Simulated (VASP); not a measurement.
# Cr (P6/mmm) in VASP: a series of runs, part 2 of 2

VASP 6.6.1. Earlier steps stand in the parts before.

### Step 3. Single point, PBEsol, collinear spin, ferromagnetic start (11.41 Å³/atom)

Input file INCAR:

```
SYSTEM = Cr
ALGO = Normal
EDIFF = 1E-6
ENCUT = 520
GGA = PS
ISIF = 2
ISMEAR = -1
ISPIN = 2
LASPH = .TRUE.
LCHARG = .FALSE.
LMAXMIX = 4
LORBIT = 11
LREAL = .FALSE.
LWAVE = .FALSE.
MAGMOM = 1.5 1.5 1.5
NBANDS = 29
NELM = 150
PREC = Accurate
SIGMA = 0.05
```

Input file KPOINTS:

```
k-points
0
G
  10 10 16
  0 0 0
```

Input file POSCAR:

```
Cr
1.0
    4.1859299357      0.0000000000      0.0000000000
   -2.0929649679      3.6251216628      0.0000000000
    0.0000000000      0.0000000000      2.2551119366
Cr
3
Direct
    0.0000000000      0.0000000000      0.0000000000
    0.3333333333      0.6666666667      0.5000000000
    0.6666666667      0.3333333333      0.5000000000
```

Potentials or basis: VASP PAW PBE potentials, release 64 (Cr_pv).

Launch:

```
$ cat potpaw_PBE.64/Cr_pv/POTCAR > POTCAR
$ mpirun -np 1 vasp_std > vasp.out
```

OUTCAR:

```text
SYSTEM = Cr
   EDIFF = 1E-6
   ENCUT = 520
   GGA = PS
   ISIF = 2
   ISMEAR = -1
   ISPIN = 2
   LASPH = .TRUE.
   LORBIT = 11
   LREAL = .FALSE.
   NELM = 150
   PREC = Accurate

 ion  position               nearest neighbor table
   1  0.000  0.000  0.000-   2 2.67   3 2.67   2 2.67   3 2.67   3 2.67   3 2.67   2 2.67   2 2.67
                             3 2.67   3 2.67   2 2.67   2 2.67
   2  0.333  0.667  0.500-   3 2.42   3 2.42   3 2.42   1 2.67   1 2.67   1 2.67   1 2.67   1 2.67
                             1 2.67
   3  0.667  0.333  0.500-   2 2.42   2 2.42   2 2.42   1 2.67   1 2.67   1 2.67   1 2.67   1 2.67
                             1 2.67

  LATTYP: Found a hexagonal cell.
 ALAT       =     4.1859299357
 C/A-ratio  =     0.5387361880

[... 1763 lines left out ...]
      direct lattice vectors                 reciprocal lattice vectors
     4.185929936  0.000000000  0.000000000     0.238895542  0.137926405  0.000000000
    -2.092964968  3.625121663  0.000000000     0.000000000  0.275852811  0.000000000
     0.000000000  0.000000000  2.255111937     0.000000000  0.000000000  0.443436968

 POSITION                                       TOTAL-FORCE (eV/Angst)
 -----------------------------------------------------------------------------------
      0.00000      0.00000      0.00000         0.000000      0.000000     -0.000000
     -0.00000      2.41675      1.12756         0.000000     -0.000000     -0.000000
      2.09296      1.20837      1.12756        -0.000000     -0.000000      0.000000
 -----------------------------------------------------------------------------------
    total drift:                               -0.000000      0.000000      0.000000

  FREE ENERGIE OF THE ION-ELECTRON SYSTEM (eV)
  ---------------------------------------------------
  free  energy   TOTEN  =       -29.6929379235 eV

  energy  without entropy=      -29.6521893391  energy(sigma->0) =      -29.67256363

 total charge

# of ion       s       p       d       tot
------------------------------------------
    1        0.428   6.408   4.250  11.086
    2        0.439   6.387   4.329  11.155
    3        0.439   6.387   4.329  11.155
--------------------------------------------------
tot          1.306  19.181  12.909  33.396

 magnetization (x)

# of ion       s       p       d       tot
------------------------------------------
    1       -0.000  -0.000  -0.000  -0.000
    2        0.000  -0.000  -0.000  -0.000
    3        0.000  -0.000  -0.000  -0.000
--------------------------------------------------
tot         -0.000  -0.000  -0.000  -0.000
```

stdout:

```text
POSCAR found type information on POSCAR Cr
 POSCAR found :  1 types and       3 ions
 scaLAPACK will be used
 -----------------------------------------------------------------------------
|                                                                             |
|                                                                             |
|     You enforced a specific xc type in the INCAR file but a different       |
|     I HOPE YOU KNOW WHAT YOU ARE DOING!                                     |
|                                                                             |
 -----------------------------------------------------------------------------

 LDA part: xc-table for (Slater+PW92), standard interpolation
 POSCAR, INCAR and KPOINTS ok, starting setup
 FFT: planning ... GRIDC
 FFT: planning ... GRID_SOFT
 FFT: planning ... GRID
 WAVECAR not read
 entering main loop
```

Wall time 1.8 min (1 thread of Intel Xeon Platinum 8559C (Emerald Rapids), shared host); peak memory 0.28 GiB.

What came out:

```
Free energy                                           : -29.6929 eV
Pressure                                              : -0.3 GPa
Band gap on the k mesh                                : zero (filled and empty bands overlap)
Net moment                                            : 0.00 μB per cell
Valence electrons inside the program's atomic spheres : Cr 11.09, 11.15 (each value once)
```

Levels at points of the mesh, in eV from the Fermi level:
Spin up:
```tsv
k point	band 14	band 15	band 16	band 17	band 18	band 19	band 20	band 21	band 22	band 23
(0.00, 0.00, 0.00)	-2.23	-2.15	-2.15	-1.92	-0.36	-0.36	1.39	1.39	1.45	1.45
(0.50, 0.00, 0.00)	-2.53	-2.09	-1.89	-1.73	0.47	0.80	1.41	1.53	1.59	1.84
(0.00, 0.00, 0.50)	-2.51	-1.65	-0.99	-0.99	0.09	0.09	1.61	1.61	2.05	2.05
(0.50, 0.00, 0.50)	-2.03	-1.47	-1.37	-0.18	-0.11	0.91	1.01	1.59	1.66	2.67
```
Spin down:
```
           k point  band 15  band 16  band 17  band 18  band 19  band 20  band 21  band 22
(0.00, 0.00, 0.00)    -2.15    -2.15    -1.92    -0.36    -0.36     1.39     1.39     1.45
(0.50, 0.00, 0.00)    -2.09    -1.89    -1.73     0.47     0.80     1.41     1.53     1.59
(0.00, 0.00, 0.50)    -1.65    -0.99    -0.99     0.09     0.09     1.61     1.61     2.05
(0.50, 0.00, 0.50)    -1.47    -1.37    -0.18    -0.11     0.91     1.01     1.59     1.66
```

Caveat: the PAW data sets were made with another functional, which shifts forces and pressure a little.

### Step 4. Single point, PBEsol, collinear spin, ferromagnetic start

Input file INCAR:

```
SYSTEM = Cr
  ALGO = Normal
  EDIFF = 1E-6
  ENCUT = 520
  GGA = PS
  ISIF = 2
  ISMEAR = -1
  ISPIN = 2
  LASPH = .True.
  LCHARG = .True.
  LELF = .True.
  LMAXMIX = 4
  LORBIT = 11
  LREAL = .False.
  LVHAR = .True.
  LWAVE = .False.
  MAGMOM = 1.5 1.5 1.5
  NBANDS = 29
  NELM = 150
  PREC = Accurate
  SIGMA = 0.05
```

Input file KPOINTS:

```
k-points
0
Gamma
  12 12 18
  0 0 0
```

POSCAR is that of step 3.

Launch:

```
$ cat potpaw_PBE.64/Cr_pv/POTCAR > POTCAR
$ mpirun -np 1 vasp_std > vasp.out
```

Run time: 4.4 min. Hardware: 1 thread of Intel Xeon Platinum 8259CL at 2.50GHz (Skylake/Cascade Lake), shared host; peak memory 0.35 GiB.

The run converged. Its results:

```yaml
Free_energy: -29.6888 eV
Pressure: -0.2 GPa
Band_gap_on_the_k_mesh: zero (filled and empty bands overlap)
Net_moment: 0.00 μB per cell
Valence_electrons_inside_the_program's_atomic_spheres: Cr 11.09, 11.15 (each value once)
```

Stress tensor (GPa, compression positive):
```
-0.30  0.00  0.00
 0.00 -0.30  0.00
 0.00  0.00 -0.03
```

Levels at points of the mesh, in eV from the Fermi level:
Spin up:
```csv
k point,band 15,band 16,band 17,band 18,band 19,band 20,band 21,band 22
"(0.00, 0.00, 0.00)",-2.16,-2.16,-1.93,-0.36,-0.36,1.38,1.38,1.44
"(0.50, 0.00, 0.00)",-2.09,-1.90,-1.74,0.46,0.79,1.40,1.52,1.59
"(0.00, 0.00, 0.50)",-1.65,-0.99,-0.99,0.09,0.09,1.61,1.61,2.05
"(0.50, 0.00, 0.50)",-1.48,-1.38,-0.18,-0.12,0.90,1.01,1.59,1.65
```
Spin down:
```csv
k point,band 15,band 16,band 17,band 18,band 19,band 20,band 21,band 22
"(0.00, 0.00, 0.00)",-2.16,-2.16,-1.93,-0.36,-0.36,1.38,1.38,1.44
"(0.50, 0.00, 0.00)",-2.09,-1.90,-1.74,0.46,0.79,1.40,1.52,1.59
"(0.00, 0.00, 0.50)",-1.66,-0.99,-0.99,0.09,0.09,1.61,1.61,2.05
"(0.50, 0.00, 0.50)",-1.48,-1.38,-0.18,-0.12,0.90,1.01,1.58,1.65
```

Caveat: the PAW data sets were made with another functional, which shifts forces and pressure a little.
